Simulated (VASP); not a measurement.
# CaF2 (r.b) (Fm-3m) in VASP: single point with r2SCAN+rVV10

Aim: the single point of CaF2 (r.b) with r2SCAN+rVV10.

Program: VASP 6.6.1. These are calculated values, not measurements. Logs are shortened: lines on timing, memory, paths and dates and some standing lists are left out, and cuts for length are marked.

**1. The cell of the first run**

The structure is cubic, space group Fm-3m (No. 225). Conventional cell: a = 5.419 Å, b = 5.419 Å, c = 5.419 Å, α = 90.00°, β = 90.00°, γ = 90.00°. Ca (site symmetry m-3m) has 8 F at 2.35 Å within 3.1 Å. F (site symmetry -43m) has 4 Ca at 2.35 Å and 6 F at 2.71 Å within 3.1 Å.

**2. Single point, r2SCAN+rVV10**

The input, POSCAR:

```
CaF2
1.0
    0.0000000000      2.7095005520      2.7095005520
    2.7095005520      0.0000000000      2.7095005520
    2.7095005520      2.7095005520      0.0000000000
Ca F
1 2
Direct
    0.0000000000      0.0000000000      0.0000000000
    0.2500000000      0.2500000000      0.2500000000
    0.7500000000      0.7500000000      0.7500000000
```

The input, INCAR.step1:

```
SYSTEM = CaF2
PREC     = Accurate       ! precision mode
ENCUT    = 660            ! plane-wave cutoff, eV
ISMEAR   = 0              ! smearing method
SIGMA    = 0.02           ! smearing width, eV
LREAL    = .FALSE.        ! projectors in reciprocal space
LASPH    = .TRUE.         ! aspherical terms in the spheres
NELM     = 120            ! most SCF steps
NBANDS   = 19             ! bands
GGA      = PE             ! functional
ALGO     = Normal         ! electronic algorithm
EDIFF    = 1E-5           ! SCF threshold, eV
LWAVE    = .TRUE.         ! write WAVECAR
LCHARG   = .FALSE.        ! write CHGCAR
GGA_COMPAT= .FALSE.
```

The input, INCAR.step2:

```
SYSTEM = CaF2
PREC     = Accurate       ! precision mode
ENCUT    = 660            ! plane-wave cutoff, eV
EDIFF    = 1E-6           ! SCF threshold, eV
ISMEAR   = 0              ! smearing method
SIGMA    = 0.02           ! smearing width, eV
LREAL    = .FALSE.        ! projectors in reciprocal space
LASPH    = .TRUE.         ! aspherical terms in the spheres
NELM     = 120            ! most SCF steps
ALGO     = Normal         ! electronic algorithm
ISIF     = 2              ! what is computed and relaxed
LWAVE    = .FALSE.        ! write WAVECAR
LCHARG   = .TRUE.         ! write CHGCAR
METAGGA  = R2SCAN         ! meta-GGA
LMIXTAU  = .TRUE.       
LUSE_VDW = .TRUE.       
IVDW_NL  = 2            
BPARAM   = 11.95        
CPARAM   = 0.0093       
LELF     = .TRUE.         ! ELF
LVHAR    = .TRUE.       
NBANDS   = 19             ! bands
ISTART   = 1            
GGA_COMPAT= .FALSE.
```

The input, KPOINTS:

```
regular mesh
0
G
  8 8 8
  0 0 0
```

Potentials or basis: VASP PAW PBE potentials, release 64 (Ca_sv, F).

On the command line:

```bash
$ cat potpaw_PBE.64/Ca_sv/POTCAR potpaw_PBE.64/F/POTCAR > POTCAR
$ cp INCAR.step1 INCAR
$ mpirun -np 1 vasp_std > vasp.out
$ cp INCAR.step2 INCAR
$ mpirun -np 1 vasp_std > vasp.out
```

OUTCAR:

```text
SYSTEM = CaF2
   PREC = Accurate
   ENCUT = 660
   EDIFF = 1E-6
   ISMEAR = 0
   LREAL = .FALSE.
   LASPH = .TRUE.
   NELM = 120
   ISIF = 2
   METAGGA = R2SCAN
   IVDW_NL = 2
   BPARAM = 11.95
   ISTART = 1

 ion  position               nearest neighbor table
   1  0.000  0.000  0.000-   2 2.35   3 2.35   3 2.35   3 2.35   3 2.35   2 2.35   2 2.35   2 2.35

   2  0.250  0.250  0.250-   1 2.35   1 2.35   1 2.35   1 2.35
   3  0.750  0.750  0.750-   1 2.35   1 2.35   1 2.35   1 2.35

  LATTYP: Found a face centered cubic cell.
 ALAT       =     5.4190011040

  Lattice vectors:

 A1 = (   0.0000000000,   2.7095005520,   2.7095005520)
 A2 = (   2.7095005520,   0.0000000000,   2.7095005520)
 A3 = (   2.7095005520,   2.7095005520,   0.0000000000)

Analysis of symmetry for initial positions (statically):
=====================================================================
 Subroutine PRICEL returns:
 Original cell was already a primitive cell.

 Routine SETGRP: Setting up the symmetry group for a
 face centered cubic supercell.

 Subroutine GETGRP returns: Found 48 space group operations
 (whereof 48 operations were pure point group operations)
 out of a pool of 48 trial point group operations.

The static configuration has the point symmetry O_h .

Analysis of symmetry for dynamics (positions and initial velocities):
=====================================================================
 Subroutine PRICEL returns:
 Original cell was already a primitive cell.

 Routine SETGRP: Setting up the symmetry group for a
 face centered cubic supercell.

 Subroutine GETGRP returns: Found 48 space group operations
 (whereof 48 operations were pure point group operations)
 out of a pool of 48 trial point group operations.

The dynamic configuration has the point symmetry O_h .

 Subroutine INISYM returns: Found 48 space group operations
 (whereof 48 operations are pure point group operations),
 and found     1 'primitive' translations

----------------------------------------------------------------------------------------

                                     Primitive cell

  volume of cell :      39.7830

  direct lattice vectors                    reciprocal lattice vectors
     0.000000000  2.709500552  2.709500552    -0.184535855  0.184535855  0.184535855
     2.709500552  0.000000000  2.709500552     0.184535855 -0.184535855  0.184535855
     2.709500552  2.709500552  0.000000000     0.184535855  0.184535855 -0.184535855

  length of vectors
     3.831812428  3.831812428  3.831812428     0.319625476  0.319625476  0.319625476

  position of ions in fractional coordinates (direct lattice)
     0.000000000  0.000000000  0.000000000
     0.250000000  0.250000000  0.250000000
     0.750000000  0.750000000  0.750000000

  ion indices of the primitive-cell ions
   primitive index   ion index
                 1           1
                 2           2
                 3           3

----------------------------------------------------------------------------------------

 KPOINTS: regular mesh

Automatic generation of k-mesh.
 Grid dimensions read from file:
 generate k-points for:    8    8    8

 Generating k-lattice:

  Cartesian coordinates                     Fractional coordinates (reciprocal lattice)
    -0.023066982  0.023066982  0.023066982     0.125000000  0.000000000  0.000000000
     0.023066982 -0.023066982  0.023066982     0.000000000  0.125000000  0.000000000
     0.023066982  0.023066982 -0.023066982     0.000000000  0.000000000  0.125000000

  Length of vectors
     0.039953185  0.039953185  0.039953185

  Shift w.r.t. Gamma in fractional coordinates (k-lattice)
     0.000000000  0.000000000  0.000000000

 Subroutine IBZKPT returns following result:
 ===========================================

 Found     29 irreducible k-points:

 Following reciprocal coordinates:
            Coordinates               Weight
  0.000000  0.000000  0.000000      1.000000
  0.125000  0.000000  0.000000      8.000000
  0.250000  0.000000  0.000000      8.000000
  0.375000  0.000000  0.000000      8.000000
  0.500000  0.000000  0.000000      4.000000
  0.125000  0.125000  0.000000      6.000000
[... 16 lines left out ...]
  0.500000  0.250000  0.125000     48.000000
 -0.375000  0.250000  0.125000     24.000000
 [... further k-points ...]
   k-points           NKPTS =     29   k-points in BZ     NKDIM =     29   number of bands    NBANDS=     19
   number of dos      NEDOS =    301   number of ions     NIONS =      3
   total plane-waves  NPLWV =  32768
   dimension x,y,z NGX =    32 NGY =   32 NGZ =   32
   dimension x,y,z NGXF=    64 NGYF=   64 NGZF=   64
   ions per type =               1   2
   NGX,Y,Z   is equivalent  to a cutoff of  13.88, 13.88, 13.88 a.u.
   NGXF,Y,Z  is equivalent  to a cutoff of  27.77, 27.77, 27.77 a.u.
 SYSTEM =  CaF2
   PREC   = accura    normal or accurate (medium, high low for compatibility)
   ISTART =      1    job   : 0-new  1-cont  2-samecut
   ICHARG =      0    charge: 1-file 2-atom 10-const
   ISPIN  =      1    spin polarized calculation?
   LNONCOLLINEAR =      F non collinear calculations
   LSORBIT =      F    spin-orbit coupling
   LASPH  =      T    aspherical Exc in radial PAW
   ENCUT  =  660.0 eV  48.51 Ry    6.96 a.u.   8.03  8.03  8.03*2*pi/ulx,y,z
   NELM   =    120;   NELMIN=  2; NELMDL=  0     # of ELM steps
   EDIFF  = 0.1E-05   stopping-criterion for ELM
   LREAL  =      F    real-space projection
   EDIFFG = 0.1E-04   stopping-criterion for IOM
   NSW    =      0    number of steps for IOM
   IBRION =     -1    ionic relax: 0-MD 1-quasi-New 2-CG
   NFREE  =      0    steps in history (QN), initial steepest desc. (CG)
   ISIF   =      2    stress and relaxation
   ISYM   =      2    0-nonsym 1-usesym 2-fastsym
   POTIM  = 0.5000    time-step for ionic-motion
   TEBEG  =    0.0;   TEEND  =   0.0 temperature during run
   PSTRESS=    0.0 pullay stress
   NELECT =      24.0000    total number of electrons
   NUPDOWN=      -1.0000    fix difference up-down
   EMIN   =  10.00;   EMAX   =-10.00  energy-range for DOS
   EFERMI =   0.00;   METHOD = LEGACY
   ISMEAR =     0;   SIGMA  =   0.02  broadening in eV -4-tet -1-fermi 0-gaus
   EFERMI_NEDOS =   21; number of points for ismear=-14 and -15
   IALGO  =     38    algorithm
   IMIX   =      4    mixing-type and parameters
     AMIX     =   0.40;   BMIX     =  1.00
     AMIX_MAG =   1.60;   BMIX_MAG =  1.00
  volume/ion in A,a.u.               =      13.26        89.49
  Fermi-wavevector in a.u.,A,eV,Ry     =   1.383288  2.614036 26.034561  1.913486
  Thomas-Fermi vector in A             =   2.507900
   LORBIT       =      0    0 simple, 1 ext, 2 COOP (PROOUT), +10 PAW based schemes
   METAGGA = R2SCAN    functional components
   LHFCALC =     F    Hartree Fock is set to
   AEXX    =    0.0000 exact exchange contribution
   IVDW_NL    =     2    kernel type
   BPARAM     =11.9500
   IVDW    =     0    specifies the selected vdW correction
   LEPSILON=     F    determine dielectric tensor
   LRPA    =     F    only Hartree local field effects (RPA)
 non-spin polarized calculation
 Gauss-broadening in eV      SIGMA  =   0.02
  energy-cutoff  :      660.00
  volume of cell :       39.78
 maximum number of plane-waves:      1543
   NGX = 17   NGY = 17   NGZ = 17

 number of electron      23.9999987 magnetization

 Free energy of the ion-electron system (eV)
  ---------------------------------------------------
  ext. energy  EPLUGINS =         0.00000000
  ---------------------------------------------------
  free energy    TOTEN  =       -25.20197716 eV

  energy without entropy =      -25.20197716  energy(sigma->0) =      -25.20197716

 E-fermi :  -1.2798     XC(G=0): -10.4501

 val. band max:       -1.4300385380   @ k =   0.5000   0.5000   0.0000
 cond. band min:       6.5286748015   @ k =   0.0000   0.0000   0.0000
 fundamental gap:      7.9587133395
 Fermi energy:        -1.2798413871

 k-point     1 :       0.0000    0.0000    0.0000
  band No.  band energies     occupation
      1     -38.5290      2.00000
      2     -22.5520      2.00000
      3     -21.7649      2.00000
      4     -18.5957      2.00000
      5     -18.5957      2.00000
      6     -18.5957      2.00000
[... 11 lines left out ...]
     18      10.9341      0.00000
     19      16.4987      0.00000

 k-point     2 :       0.1250    0.0000    0.0000
  band No.  band energies     occupation
      1     -38.5233      2.00000
      2     -22.5813      2.00000
      3     -21.8047      2.00000
      4     -18.6026      2.00000
      5     -18.6026      2.00000
      6     -18.5385      2.00000
[... 11 lines left out ...]
     18      10.8903      0.00000
     19      15.7642      0.00000

 k-point     3 :       0.2500    0.0000    0.0000
  band No.  band energies     occupation
      1     -38.5096      2.00000
      2     -22.6264      2.00000
      3     -21.9311      2.00000
      4     -18.6191      2.00000
      5     -18.6191      2.00000
      6     -18.3921      2.00000
[... 11 lines left out ...]
     18      10.7856      0.00000
     19      14.5064      0.00000

 k-point     4 :       0.3750    0.0000    0.0000
  band No.  band energies     occupation
      1     -38.4958      2.00000
      2     -22.6270      2.00000
      3     -22.1059      2.00000
      4     -18.6355      2.00000
      5     -18.6355      2.00000
      6     -18.2365      2.00000
[... 11 lines left out ...]
     18      10.6819      0.00000
     19      13.7132      0.00000

 k-point     5 :       0.5000    0.0000    0.0000
  band No.  band energies     occupation
      1     -38.4900      2.00000
      2     -22.6042      2.00000
      3     -22.2017      2.00000
      4     -18.6423      2.00000
      5     -18.6423      2.00000
      6     -18.1700      2.00000
[... 11 lines left out ...]
     18      10.6393      0.00000
     19      13.6045      0.00000
[... 334 lines left out ...]
      2     -22.8135      2.00000
      3     -22.0782      2.00000
      4     -18.7119      2.00000
      5     -18.7119      2.00000
      6     -17.9880      2.00000
[... 11 lines left out ...]
     18      13.0165      0.00000
     19      14.2910      0.00000

 k-point    22 :       0.3750    0.2500    0.1250
  band No.  band energies     occupation
      1     -38.4993      2.00000
      2     -22.6624      2.00000
      3     -22.0166      2.00000
      4     -18.6436      2.00000
      5     -18.5934      2.00000
      6     -18.3118      2.00000
[... 11 lines left out ...]
     18      10.8733      0.00000
     19      15.0565      0.00000

 k-point    23 :       0.5000    0.2500    0.1250
  band No.  band energies     occupation
      1     -38.4882      2.00000
      2     -22.6201      2.00000
      3     -22.2077      2.00000
      4     -18.6622      2.00000
      5     -18.5155      2.00000
      6     -18.2616      2.00000
[... 11 lines left out ...]
     18      11.3943      0.00000
     19      14.4838      0.00000

 k-point    24 :      -0.3750    0.2500    0.1250
  band No.  band energies     occupation
      1     -38.4836      2.00000
      2     -22.5444      2.00000
      3     -22.3473      2.00000
      4     -18.6703      2.00000
      5     -18.4719      2.00000
      6     -18.2482      2.00000
[... 11 lines left out ...]
     18      11.8456      0.00000
     19      14.1040      0.00000

 [... further k-points ...]
[... 5 lines left out ...]
  --------------------------------------------------------------------------------------
  -------------------------------------------------------------------------------------
  Total        0.0950146      0.0950146      0.0950146      0.0000000     -0.0000000      0.0000000
  in kB        3.8265151      3.8265151      3.8265151      0.0000000     -0.0000000      0.0000000
  external PRESSURE =       3.8265151 kB  Pullay stress =       0.0000000 kB

 VOLUME and BASIS-vectors are now :
 -----------------------------------------------------------------------------
  energy-cutoff  :      660.00
  volume of cell :       39.78
      direct lattice vectors                 reciprocal lattice vectors
     0.000000000  2.709500552  2.709500552    -0.184535855  0.184535855  0.184535855
     2.709500552  0.000000000  2.709500552     0.184535855 -0.184535855  0.184535855
     2.709500552  2.709500552  0.000000000     0.184535855  0.184535855 -0.184535855

 POSITION                                       TOTAL-FORCE (eV/Angst)
 -----------------------------------------------------------------------------------
      0.00000      0.00000      0.00000        -0.000000      0.000000      0.000000
      1.35475      1.35475      1.35475         0.000000      0.000000     -0.000000
      4.06425      4.06425      4.06425        -0.000000     -0.000000      0.000000
 -----------------------------------------------------------------------------------
    total drift:                                0.000000     -0.000000      0.000000

  FREE ENERGIE OF THE ION-ELECTRON SYSTEM (eV)
  ---------------------------------------------------
  free  energy   TOTEN  =       -25.2019771621 eV

  energy  without entropy=      -25.2019771621  energy(sigma->0) =      -25.20197716
```

Run time: 4 min. Hardware: 1 thread of AMD EPYC 7R13, shared host; peak memory 0.31 GiB.

What came out:

* Free energy: -25.2020 eV
* Pressure: 0.4 GPa
* Band gap on the k mesh: 7.96 eV, indirect (least direct gap 8.22 eV)

Levels at points of the mesh, in eV from the valence-band top:
```csv
k point,band 8,band 9,band 10,band 11,band 12,band 13,band 14,band 15,band 16,band 17
"(0.00, 0.00, 0.00)",-2.18,-2.18,-0.26,-0.26,-0.26,7.96,10.09,10.09,12.36,12.36
"(0.50, 0.00, 0.00)",-1.56,-1.30,-1.28,-0.85,-0.85,10.29,10.29,10.82,11.18,12.07
"(0.50, 0.50, 0.00)",-1.69,-1.69,-0.37,-0.37,0.00,8.75,10.58,11.07,11.97,11.97
```

Caveat: the PAW data sets were made with another functional, which shifts forces and pressure a little. A k mesh can miss the band edges.
